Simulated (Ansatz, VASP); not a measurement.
## One calculation of Ag, two programs

```xyz
1
Lattice="0.0000 2.0519 2.0519 2.0519 0.0000 2.0519 2.0519 2.0519 0.0000" Properties=species:S:1:pos:R:3 pbc="T T T"
Ag    0.0000    0.0000    0.0000
```

Alike in both runs: task single point; functional r2SCAN; k mesh 13 × 13 × 13; no spin polarisation.

```csv
,VASP,Ansatz
version,VASP 6.6.1,Ansatz 0.2.0
potentials or method,"VASP PAW PBE potentials, release 64 (Ag), cutoff 520 eV","plane waves (500 eV) with PAW, scalar-relativistic"
occupations,"methfessel-paxton of order 1, width 0.1 eV","cold, width 0.1 eV"
valence electrons in the cell,11,19
```

|  | VASP | Ansatz | Ansatz less VASP |
| --- | --- | --- | --- |
| pressure (GPa) | -0.1 | -0.2 | -0.11 |

VASP's potentials were made for PBE, not for r2SCAN. VASP's potentials hold 11 valence electrons a cell and Ansatz's 19, so a difference there can come from the potentials and not from the codes.
